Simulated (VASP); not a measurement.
# YSe (Fm-3m) in VASP: a series of runs, part 2 of 2

VASP 6.6.1. The steps go on from the part before.

## (4) Electric field gradients, LDA (volume scaled by 0.98)

File INCAR:

```
ALGO = Normal ; EDIFF = 1E-8
ENCUT = 520 ; ISIF = 2
ISMEAR = -1 ; LASPH = True
LCHARG = False ; LEFG = True
LREAL = False ; LWAVE = False
NBANDS = 16 ; NELM = 80
PREC = Accurate ; SIGMA = 0.03
```

File KPOINTS:

```
k-points
0
Gamma
  7 7 7
```

File POSCAR:

```
YSe
1.0
    0.0000000000      2.8557041166      2.8557041166
    2.8557041166      0.0000000000      2.8557041166
    2.8557041166      2.8557041166      0.0000000000
Y Se
1 1
Direct
    0.0000000000      0.0000000000      0.0000000000
    0.5000000000      0.5000000000      0.5000000000
```

Potentials or basis: VASP PAW LDA potentials, release 64 (Y_sv, Se).

Launch:

```
$ cat potpaw_LDA.64/Y_sv/POTCAR potpaw_LDA.64/Se/POTCAR > POTCAR
$ mpirun -np 1 vasp_std > vasp.out
```

OUTCAR:

```text
EDIFF = 1E-8
   ENCUT = 520
   ISIF = 2
   ISMEAR = -1
   LASPH = True
   LREAL = False
   NELM = 80
   PREC = Accurate

 ion  position               nearest neighbor table
   1  0.000  0.000  0.000-   2 2.86   2 2.86   2 2.86   2 2.86   2 2.86   2 2.86
   2  0.500  0.500  0.500-   1 2.86   1 2.86   1 2.86   1 2.86   1 2.86   1 2.86

  LATTYP: Found a face centered cubic cell.
 ALAT       =     5.7114082332

  Lattice vectors:

 A1 = (   0.0000000000,   2.8557041166,   2.8557041166)
 A2 = (   2.8557041166,   0.0000000000,   2.8557041166)
 A3 = (   2.8557041166,   2.8557041166,   0.0000000000)

Analysis of symmetry for initial positions (statically):
=====================================================================
 Subroutine PRICEL returns:
 Original cell was already a primitive cell.

 Routine SETGRP: Setting up the symmetry group for a
 face centered cubic supercell.

 Subroutine GETGRP returns: Found 48 space group operations
 (whereof 48 operations were pure point group operations)
 out of a pool of 48 trial point group operations.

The static configuration has the point symmetry O_h .

Analysis of symmetry for dynamics (positions and initial velocities):
=====================================================================
 Subroutine PRICEL returns:
 Original cell was already a primitive cell.

 Routine SETGRP: Setting up the symmetry group for a
 face centered cubic supercell.

 Subroutine GETGRP returns: Found 48 space group operations
 (whereof 48 operations were pure point group operations)
 out of a pool of 48 trial point group operations.

The dynamic configuration has the point symmetry O_h .

 Subroutine INISYM returns: Found 48 space group operations
 (whereof 48 operations are pure point group operations),
 and found     1 'primitive' translations

----------------------------------------------------------------------------------------

                                     Primitive cell

  volume of cell :      46.5768

  direct lattice vectors                    reciprocal lattice vectors
     0.000000000  2.855704117  2.855704117    -0.175088167  0.175088167  0.175088167
     2.855704117  0.000000000  2.855704117     0.175088167 -0.175088167  0.175088167
     2.855704117  2.855704117  0.000000000     0.175088167  0.175088167 -0.175088167

  length of vectors
     4.038575492  4.038575492  4.038575492     0.303261601  0.303261601  0.303261601

  position of ions in fractional coordinates (direct lattice)
     0.000000000  0.000000000  0.000000000
     0.500000000  0.500000000  0.500000000

  ion indices of the primitive-cell ions
   primitive index   ion index
                 1           1
                 2           2

----------------------------------------------------------------------------------------

 KPOINTS: k-points

Automatic generation of k-mesh.
 Grid dimensions read from file:
[... 66 lines left out ...]
   ISIF   =      2    stress and relaxation
   ISYM   =      2    0-nonsym 1-usesym 2-fastsym
   POTIM  = 0.5000    time-step for ionic-motion
   TEBEG  =    0.0;   TEEND  =   0.0 temperature during run
   PSTRESS=    0.0 pullay stress
   NELECT =      17.0000    total number of electrons
   NUPDOWN=      -1.0000    fix difference up-down
   EMIN   =  10.00;   EMAX   =-10.00  energy-range for DOS
   EFERMI =   0.00;   METHOD = LEGACY
   ISMEAR =    -1;   SIGMA  =   0.03  broadening in eV -4-tet -1-fermi 0-gaus
   EFERMI_NEDOS =   21; number of points for ismear=-14 and -15
   IALGO  =     38    algorithm
   IMIX   =      4    mixing-type and parameters
     AMIX     =   0.40;   BMIX     =  1.00
     AMIX_MAG =   1.60;   BMIX_MAG =  1.00
  volume/ion in A,a.u.               =      23.29       157.16
  Fermi-wavevector in a.u.,A,eV,Ry     =   1.169952  2.210888 18.623477  1.368787
  Thomas-Fermi vector in A             =   2.306417
   LORBIT       =      0    0 simple, 1 ext, 2 COOP (PROOUT), +10 PAW based schemes
   GGA     = CA    functional components
   LHFCALC =     F    Hartree Fock is set to
   AEXX    =    0.0000 exact exchange contribution
   IVDW    =     0    specifies the selected vdW correction
   LEPSILON=     F    determine dielectric tensor
   LRPA    =     F    only Hartree local field effects (RPA)
 non-spin polarized calculation
  energy-cutoff  :      520.00
  volume of cell :       46.58
 maximum number of plane-waves:      1275
 NGX is ok and might be reduce to    30
   NGX = 15   NGY = 15   NGZ = 15

 number of electron      16.9999999 magnetization

 Free energy of the ion-electron system (eV)
  ---------------------------------------------------
  ext. energy  EPLUGINS =         0.00000000
  ---------------------------------------------------
  free energy    TOTEN  =       -14.91738830 eV

  energy without entropy =      -14.91339548  energy(sigma->0) =      -14.91539189

 E-fermi :   6.1188     XC(G=0): -10.5031

 val. band max:        5.9573365153   @ k =   0.1429   0.0000   0.0000
 cond. band min:       6.1339959679   @ k =   0.1429   0.0000   0.0000
 fundamental gap:      0.1766594526
 Fermi energy:         6.1188497714

 k-point     1 :       0.0000    0.0000    0.0000
  band No.  band energies     occupation
      1     -37.3357      2.00000
      2     -17.4288      2.00000
      3     -17.4288      2.00000
      4     -17.4288      2.00000
      5      -9.1628      2.00000
      6       3.0514      2.00000
[... 357 lines left out ...]
      3     -17.5900      2.00000
      4     -17.5078      2.00000
      5      -8.3200      2.00000
      6       0.5541      2.00000
[... 8 lines left out ...]
     15      13.3576      0.00000
     16      13.5519      0.00000

------------------------ aborting loop because EDIFF is reached ----------------------------------------

  FORCE on cell =-STRESS in cart. coord.  units (eV):
  Direction    XX          YY          ZZ          XY          YZ          ZX
  --------------------------------------------------------------------------------------
  -------------------------------------------------------------------------------------
  Total       -0.8607406     -0.8607406     -0.8607406     -0.0000000     -0.0000000      0.0000000
  in kB      -29.6082866    -29.6082866    -29.6082866     -0.0000000     -0.0000000      0.0000000
  external PRESSURE =     -29.6082866 kB  Pullay stress =       0.0000000 kB

 VOLUME and BASIS-vectors are now :
 -----------------------------------------------------------------------------
  energy-cutoff  :      520.00
  volume of cell :       46.58
      direct lattice vectors                 reciprocal lattice vectors
     0.000000000  2.855704117  2.855704117    -0.175088167  0.175088167  0.175088167
     2.855704117  0.000000000  2.855704117     0.175088167 -0.175088167  0.175088167
     2.855704117  2.855704117  0.000000000     0.175088167  0.175088167 -0.175088167

 POSITION                                       TOTAL-FORCE (eV/Angst)
 -----------------------------------------------------------------------------------
      0.00000      0.00000      0.00000        -0.000000      0.000000      0.000000
      2.85570      2.85570      2.85570         0.000000     -0.000000     -0.000000
 -----------------------------------------------------------------------------------
    total drift:                               -0.000000      0.000000      0.000000

  FREE ENERGIE OF THE ION-ELECTRON SYSTEM (eV)
  ---------------------------------------------------
  free  energy   TOTEN  =       -14.9173882994 eV

  energy  without entropy=      -14.9133954815  energy(sigma->0) =      -14.91539189

 Electric field gradients (V/A^2)
---------------------------------------------------------------------
 ion       V_xx      V_yy      V_zz      V_xy      V_xz      V_yz
---------------------------------------------------------------------
   1       0.000    -0.000    -0.000     0.000     0.000     0.000
   2      -0.000     0.000    -0.000    -0.000    -0.000    -0.000
---------------------------------------------------------------------

 Electric field gradients after diagonalization (V/A^2)
 (convention: |V_zz| > |V_xx| > |V_yy|)
----------------------------------------------------------------------
 ion       V_xx      V_yy      V_zz     asymmetry (V_yy - V_xx)/ V_zz
----------------------------------------------------------------------
   1      -0.000    -0.000     0.000       0.000
   2       0.000     0.000    -0.000       0.000
----------------------------------------------------------------------

           NMR quadrupolar parameters

 Cq : quadrupolar parameter    Cq=e*Q*V_zz/h
 eta: asymmetry parameters     (V_yy - V_xx)/ V_zz
 Q  : nuclear electric quadrupole moment in mb (millibarn)
----------------------------------------------------------------------
 ion       Cq(MHz)       eta       Q (mb)
----------------------------------------------------------------------
   1       0.000       0.000       1.000
   2      -0.000       0.000       1.000
----------------------------------------------------------------------
```

It took 18 s on 1 thread of Intel Xeon Platinum 8259CL at 2.50GHz (Skylake/Cascade Lake), shared host; peak memory 0.17 GiB.

What came out:

```
Free energy : -14.9174 eV
Pressure    : -3.0 GPa
```

Caveat: without QUAD_EFG the Cq values of the log hold for a quadrupole moment of 1 mb, not for the nuclei.

## (5) Electric field gradients, LDA (volume scaled by 0.98)

File INCAR:

```
SYSTEM = YSe
PREC = Accurate
ENCUT = 520
EDIFF = 1E-8
ISMEAR = -1
SIGMA = 0.03
LREAL = .FALSE.
LASPH = .TRUE.
NELM = 100
ALGO = Normal
ISIF = 2
LWAVE = .FALSE.
LCHARG = .FALSE.
LEFG = .TRUE.
NBANDS = 16
```

File KPOINTS:

```
Automatic mesh
0
G
  7 7 7
  0 0 0
```

POSCAR is that of step 4.

Potentials or basis: VASP PAW LDA potentials, release 64 (Y_sv, Se).

Launch:

```
$ cat potpaw_LDA.64/Y_sv/POTCAR potpaw_LDA.64/Se/POTCAR > POTCAR
$ mpirun -np 1 vasp_std > vasp.out
```

OUTCAR:

```text
SYSTEM = YSe
   PREC = Accurate
   ENCUT = 520
   EDIFF = 1E-8
   ISMEAR = -1
   LREAL = .FALSE.
   LASPH = .TRUE.
   NELM = 100
   ISIF = 2

 ion  position               nearest neighbor table
   1  0.000  0.000  0.000-   2 2.86   2 2.86   2 2.86   2 2.86   2 2.86   2 2.86
   2  0.500  0.500  0.500-   1 2.86   1 2.86   1 2.86   1 2.86   1 2.86   1 2.86

  LATTYP: Found a face centered cubic cell.
 ALAT       =     5.7114082332

  Lattice vectors:

 A1 = (   0.0000000000,   2.8557041166,   2.8557041166)
 A2 = (   2.8557041166,   0.0000000000,   2.8557041166)
 A3 = (   2.8557041166,   2.8557041166,   0.0000000000)

Analysis of symmetry for initial positions (statically):
=====================================================================
 Subroutine PRICEL returns:
 Original cell was already a primitive cell.

 Routine SETGRP: Setting up the symmetry group for a
 face centered cubic supercell.

 Subroutine GETGRP returns: Found 48 space group operations
[... 562 lines left out ...]
     0.000000000  2.855704117  2.855704117    -0.175088167  0.175088167  0.175088167
     2.855704117  0.000000000  2.855704117     0.175088167 -0.175088167  0.175088167
     2.855704117  2.855704117  0.000000000     0.175088167  0.175088167 -0.175088167

 POSITION                                       TOTAL-FORCE (eV/Angst)
 -----------------------------------------------------------------------------------
      0.00000      0.00000      0.00000        -0.000000      0.000000      0.000000
      2.85570      2.85570      2.85570         0.000000     -0.000000     -0.000000
 -----------------------------------------------------------------------------------
    total drift:                               -0.000000      0.000000      0.000000

  FREE ENERGIE OF THE ION-ELECTRON SYSTEM (eV)
  ---------------------------------------------------
  free  energy   TOTEN  =       -14.9173882994 eV

  energy  without entropy=      -14.9133954815  energy(sigma->0) =      -14.91539189

 Electric field gradients (V/A^2)
---------------------------------------------------------------------
 ion       V_xx      V_yy      V_zz      V_xy      V_xz      V_yz
---------------------------------------------------------------------
   1       0.000    -0.000    -0.000     0.000     0.000     0.000
   2      -0.000     0.000    -0.000    -0.000    -0.000    -0.000
---------------------------------------------------------------------

 Electric field gradients after diagonalization (V/A^2)
 (convention: |V_zz| > |V_xx| > |V_yy|)
----------------------------------------------------------------------
 ion       V_xx      V_yy      V_zz     asymmetry (V_yy - V_xx)/ V_zz
----------------------------------------------------------------------
   1      -0.000    -0.000     0.000       0.000
   2       0.000     0.000    -0.000       0.000
----------------------------------------------------------------------

           NMR quadrupolar parameters

 Cq : quadrupolar parameter    Cq=e*Q*V_zz/h
 eta: asymmetry parameters     (V_yy - V_xx)/ V_zz
 Q  : nuclear electric quadrupole moment in mb (millibarn)
----------------------------------------------------------------------
 ion       Cq(MHz)       eta       Q (mb)
----------------------------------------------------------------------
   1       0.000       0.000       1.000
   2      -0.000       0.000       1.000
----------------------------------------------------------------------
```

OSZICAR:

```text
N       E                     dE             d eps       ncg     rms          rms(c)
DAV:   1     0.582013793664E+02    0.58201E+02   -0.78836E+03   640   0.969E+02
DAV:   2    -0.122866222466E+02   -0.70488E+02   -0.67015E+02   896   0.205E+02
DAV:   3    -0.154827055533E+02   -0.31961E+01   -0.31781E+01   792   0.335E+01
DAV:   4    -0.155686370064E+02   -0.85931E-01   -0.85906E-01   864   0.551E+00
DAV:   5    -0.155703805433E+02   -0.17435E-02   -0.17435E-02   784   0.679E-01    0.249E+01
DAV:   6    -0.149911410828E+02    0.57924E+00   -0.70913E-01   696   0.519E+00    0.180E+01
DAV:   7    -0.149345553470E+02    0.56586E-01   -0.39232E-01   888   0.383E+00    0.430E+00
DAV:   8    -0.149180647543E+02    0.16491E-01   -0.91683E-02   696   0.194E+00    0.275E-01
DAV:   9    -0.149174260418E+02    0.63871E-03   -0.57028E-03   752   0.527E-01    0.148E-01
DAV:  10    -0.149173858178E+02    0.40224E-04   -0.26568E-04   848   0.133E-01    0.133E-01
DAV:  11    -0.149173894954E+02   -0.36776E-05   -0.40776E-05   752   0.502E-02    0.645E-02
DAV:  12    -0.149173885174E+02    0.97806E-06   -0.63386E-06   792   0.194E-02    0.713E-03
DAV:  13    -0.149173883144E+02    0.20293E-06   -0.41291E-07   776   0.460E-03    0.261E-03
DAV:  14    -0.149173883004E+02    0.14071E-07   -0.14320E-07   864   0.253E-03    0.158E-03
DAV:  15    -0.149173882994E+02    0.94701E-09   -0.12453E-08   600   0.839E-04
   1 F= -.14917388E+02 E0= -.14915392E+02  d E =-.399282E-02
```

It took 17 s on 1 thread of Intel Xeon Platinum 8259CL at 2.50GHz (Skylake/Cascade Lake), shared host; peak memory 0.17 GiB.

Results:

```yaml
Free_energy: -14.9174 eV
Pressure: -3.0 GPa
```

Levels at points of the mesh, in eV from the Fermi level:
```
           k point  band 6  band 7  band 8  band 9  band 10  band 11  band 12  band 13
(0.00, 0.00, 0.00)   -3.07   -3.07   -3.07   -0.34    -0.34    -0.34     0.45     0.45
```

Caveat: without QUAD_EFG the Cq values of the log hold for a quadrupole moment of 1 mb, not for the nuclei.
